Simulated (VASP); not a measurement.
# AlFe (Pm-3m) in VASP: single point with PBE

Aim: the single point of AlFe with PBE.

Everything below comes from runs of VASP 6.6.1. Logs are shortened: lines on timing, memory, paths and dates and some standing lists are left out, and cuts for length are marked.

### 1 The cell of the first run

Symmetry: Pm-3m, No. 221, cubic system. Conventional cell: a = 2.846 Å, b = 2.846 Å, c = 2.846 Å, α = 90.00°, β = 90.00°, γ = 90.00°. Within 3.3 Å of Al (site symmetry m-3m) lie 8 Fe at 2.46 Å and 6 Al at 2.85 Å. Fe (site symmetry m-3m) has 8 Al at 2.46 Å and 6 Fe at 2.85 Å within 3.3 Å.

### 2 Single point, PBE, collinear spin, ferromagnetic start

File INCAR:

```
SYSTEM = AlFe
  PREC = Accurate
  ENCUT = 520
  EDIFF = 1E-7
  ISMEAR = -1
  SIGMA = 0.08
  LREAL = .FALSE.
  LASPH = .TRUE.
  NELM = 150
  ALGO = Normal
  ISIF = 2
  LWAVE = .FALSE.
  LCHARG = .TRUE.
  ISPIN = 2
  MAGMOM = 0 3
  LORBIT = 11
  LMAXMIX = 4
  GGA = PE
  LELF = .TRUE.
  LVHAR = .TRUE.
  NBANDS = 16
```

File KPOINTS:

```
regular mesh
0
G
  14 14 14
  0 0 0
```

File POSCAR:

```
AlFe
1.0
    2.8455060000      0.0000000000      0.0000000000
    0.0000000000      2.8455060000      0.0000000000
    0.0000000000      0.0000000000      2.8455060000
Al Fe
1 1
Direct
    0.0000000000      0.0000000000      0.0000000000
    0.5000000000      0.5000000000      0.5000000000
```

Potentials or basis: VASP PAW PBE potentials, release 64 (Al, Fe).

Started as:

```
$ cat potpaw_PBE.64/Al/POTCAR potpaw_PBE.64/Fe/POTCAR > POTCAR
$ mpirun -np 1 vasp_std > vasp.out
```

OUTCAR:

```text
SYSTEM = AlFe
   PREC = Accurate
   ENCUT = 520
   EDIFF = 1E-7
   ISMEAR = -1
   LREAL = .FALSE.
   LASPH = .TRUE.
   NELM = 150
   ISIF = 2
   ISPIN = 2
   LORBIT = 11
   GGA = PE

 ion  position               nearest neighbor table
   1  0.000  0.000  0.000-   2 2.46   2 2.46   2 2.46   2 2.46   2 2.46   2 2.46   2 2.46   2 2.46

   2  0.500  0.500  0.500-   1 2.46   1 2.46   1 2.46   1 2.46   1 2.46   1 2.46   1 2.46   1 2.46

  LATTYP: Found a simple cubic cell.
 ALAT       =     2.8455060000

  Lattice vectors:

 A1 = (   2.8455060000,   0.0000000000,   0.0000000000)
 A2 = (   0.0000000000,   2.8455060000,   0.0000000000)
 A3 = (   0.0000000000,   0.0000000000,   2.8455060000)

Analysis of symmetry for initial positions (statically):
=====================================================================
 Subroutine PRICEL returns:
 Original cell was already a primitive cell.

 Routine SETGRP: Setting up the symmetry group for a
 simple cubic supercell.

 Subroutine GETGRP returns: Found 48 space group operations
 (whereof 48 operations were pure point group operations)
 out of a pool of 48 trial point group operations.

The static configuration has the point symmetry O_h .

Analysis of symmetry for dynamics (positions and initial velocities):
=====================================================================
 Subroutine PRICEL returns:
 Original cell was already a primitive cell.

 Routine SETGRP: Setting up the symmetry group for a
 simple cubic supercell.

 Subroutine GETGRP returns: Found 48 space group operations
 (whereof 48 operations were pure point group operations)
 out of a pool of 48 trial point group operations.

The dynamic configuration has the point symmetry O_h .

Analysis of structural, dynamic, and magnetic symmetry:
=====================================================================
 Subroutine PRICEL returns:
 Original cell was already a primitive cell.

 Routine SETGRP: Setting up the symmetry group for a
 simple cubic supercell.

 Subroutine GETGRP returns: Found 48 space group operations
 (whereof 48 operations were pure point group operations)
 out of a pool of 48 trial point group operations.

The overall configuration has the point symmetry O_h .

 Subroutine INISYM returns: Found 48 space group operations
 (whereof 48 operations are pure point group operations),
 and found     1 'primitive' translations

[... 115 lines left out ...]
  volume/ion in A,a.u.               =      11.52        77.74
  Fermi-wavevector in a.u.,A,eV,Ry     =   1.279517  2.417937 22.274982  1.637165
  Thomas-Fermi vector in A             =   2.411998
   LORBIT       =     11    0 simple, 1 ext, 2 COOP (PROOUT), +10 PAW based schemes
   GGA     = PE    functional components
   LHFCALC =     F    Hartree Fock is set to
   AEXX    =    0.0000 exact exchange contribution
   IVDW    =     0    specifies the selected vdW correction
   LEPSILON=     F    determine dielectric tensor
   LRPA    =     F    only Hartree local field effects (RPA)
 spin polarized calculation
  energy-cutoff  :      520.00
  volume of cell :       23.04
 maximum number of plane-waves:       639
 NGX is ok and might be reduce to    24
   NGX = 11   NGY = 11   NGZ = 11

 number of electron      11.0000003 magnetization       0.6582184

 Free energy of the ion-electron system (eV)
  ---------------------------------------------------
  ext. energy  EPLUGINS =         0.00000000
  ---------------------------------------------------
  free energy    TOTEN  =       -12.65873899 eV

  energy without entropy =      -12.61249113  energy(sigma->0) =      -12.63561506

 E-fermi :   8.3410     XC(G=0): -12.2905

 val. band max:        8.3364024014   @ k =   0.2143   0.1429   0.1429
 cond. band min:       8.3451332330   @ k =   0.4286   0.3571   0.3571
 fundamental gap:      0.0087308316
 Fermi energy:         8.3410356314

 spin component 1

 k-point     1 :       0.0000    0.0000    0.0000
  band No.  band energies     occupation
      1      -2.2480      1.00000
      2       5.7404      1.00000
      3       5.7404      1.00000
      4       7.9868      0.98820
      5       7.9868      0.98820
      6       7.9868      0.98820
[... 435 lines left out ...]
      5       7.2414      1.00000
      6       7.7132      0.99961
[... 8 lines left out ...]
     15      27.2784      0.00000
     16      30.2766      0.00000

 [... further k-points ...]

 spin component 2

 k-point     1 :       0.0000    0.0000    0.0000
  band No.  band energies     occupation
      1      -2.2366      1.00000
      2       6.0779      1.00000
      3       6.0779      1.00000
      4       8.7717      0.00457
      5       8.7717      0.00457
      6       8.7717      0.00457
[... 435 lines left out ...]
      5       7.9465      0.99284
      6       8.4689      0.16821
[... 8 lines left out ...]
     15      27.3220      0.00000
     16      30.2678      0.00000

 [... further k-points ...]

------------------------ aborting loop because EDIFF is reached ----------------------------------------

  FORCE on cell =-STRESS in cart. coord.  units (eV):
  Direction    XX          YY          ZZ          XY          YZ          ZX
  --------------------------------------------------------------------------------------
  -------------------------------------------------------------------------------------
  Total        0.8375012      0.8375012      0.8375012      0.0000000      0.0000000      0.0000000
  in kB       58.2394816     58.2394816     58.2394816      0.0000000      0.0000000      0.0000000
  external PRESSURE =      58.2394816 kB  Pullay stress =       0.0000000 kB

 VOLUME and BASIS-vectors are now :
 -----------------------------------------------------------------------------
  energy-cutoff  :      520.00
  volume of cell :       23.04
      direct lattice vectors                 reciprocal lattice vectors
     2.845506000  0.000000000  0.000000000     0.351431345  0.000000000  0.000000000
     0.000000000  2.845506000  0.000000000     0.000000000  0.351431345  0.000000000
     0.000000000  0.000000000  2.845506000     0.000000000  0.000000000  0.351431345

 POSITION                                       TOTAL-FORCE (eV/Angst)
 -----------------------------------------------------------------------------------
      0.00000      0.00000      0.00000         0.000000      0.000000      0.000000
      1.42275      1.42275      1.42275         0.000000      0.000000      0.000000
 -----------------------------------------------------------------------------------
    total drift:                                0.000000     -0.000000     -0.000000

  FREE ENERGIE OF THE ION-ELECTRON SYSTEM (eV)
  ---------------------------------------------------
  free  energy   TOTEN  =       -12.6587389869 eV

  energy  without entropy=      -12.6124911258  energy(sigma->0) =      -12.63561506

 total charge

# of ion       s       p       d       tot
------------------------------------------
    1        0.404   0.450   0.000   0.855
    2        0.443   0.526   6.512   7.481
--------------------------------------------------
tot          0.847   0.977   6.512   8.336

 magnetization (x)

# of ion       s       p       d       tot
------------------------------------------
    1       -0.007  -0.015   0.000  -0.022
    2        0.000   0.008   0.684   0.692
--------------------------------------------------
tot         -0.007  -0.007   0.684   0.670
```

OSZICAR:

```text
N       E                     dE             d eps       ncg     rms          rms(c)
DAV:   1     0.312283270217E+02    0.31228E+02   -0.45416E+03  7840   0.710E+02
DAV:   2    -0.125664468306E+02   -0.43795E+02   -0.38849E+02  9008   0.142E+02
DAV:   3    -0.140542352680E+02   -0.14878E+01   -0.14726E+01  9408   0.275E+01
DAV:   4    -0.140745195847E+02   -0.20284E-01   -0.20278E-01  9672   0.289E+00
DAV:   5    -0.140751636440E+02   -0.64406E-03   -0.64405E-03  9800   0.565E-01    0.155E+01
DAV:   6    -0.156638995735E+02   -0.15887E+01   -0.40719E+01  8792   0.711E+01    0.161E+01
DAV:   7    -0.127141530332E+02    0.29497E+01   -0.23530E+01  9104   0.456E+01    0.285E+00
DAV:   8    -0.126739487313E+02    0.40204E-01   -0.16914E-01 10160   0.345E+00    0.153E+00
DAV:   9    -0.126608471686E+02    0.13102E-01   -0.23407E-02 10472   0.147E+00    0.894E-01
DAV:  10    -0.126586964642E+02    0.21507E-02   -0.98464E-04  9568   0.205E-01    0.199E-01
DAV:  11    -0.126587419484E+02   -0.45484E-04   -0.16599E-04 10168   0.119E-01    0.113E-01
DAV:  12    -0.126587527045E+02   -0.10756E-04   -0.43715E-05 10208   0.488E-02    0.554E-02
DAV:  13    -0.126587379585E+02    0.14746E-04   -0.22642E-06  9840   0.130E-02    0.179E-02
DAV:  14    -0.126587389465E+02   -0.98804E-06   -0.30355E-06  9416   0.116E-02    0.645E-03
DAV:  15    -0.126587389869E+02   -0.40361E-07   -0.42873E-07  7672   0.565E-03
   1 F= -.12658739E+02 E0= -.12635615E+02  d E =-.462479E-01  mag=     0.6582
```

stdout:

```text
POSCAR found type information on POSCAR AlFe
 POSCAR found :  2 types and       2 ions
 scaLAPACK will be used
 LDA part: xc-table for (Slater+PW92), standard interpolation
 POSCAR, INCAR and KPOINTS ok, starting setup
 FFT: planning ... GRIDC
 FFT: planning ... GRID_SOFT
 FFT: planning ... GRID
 WAVECAR not read
 entering main loop
```

It took 48 s on 1 thread of Intel Xeon Platinum 8259CL at 2.50GHz (Skylake/Cascade Lake), shared host; peak memory 0.2 GiB.

What came out:

```yaml
Free_energy: -12.6587 eV
Pressure: 5.8 GPa
Net_moment: 0.66 μB per cell
Site_moments: Al -0.02; Fe +0.69 μB
Valence_electrons_inside_the_program's_atomic_spheres: Al 0.85; Fe 7.48
```

Caveat: the cell stands under pressure.
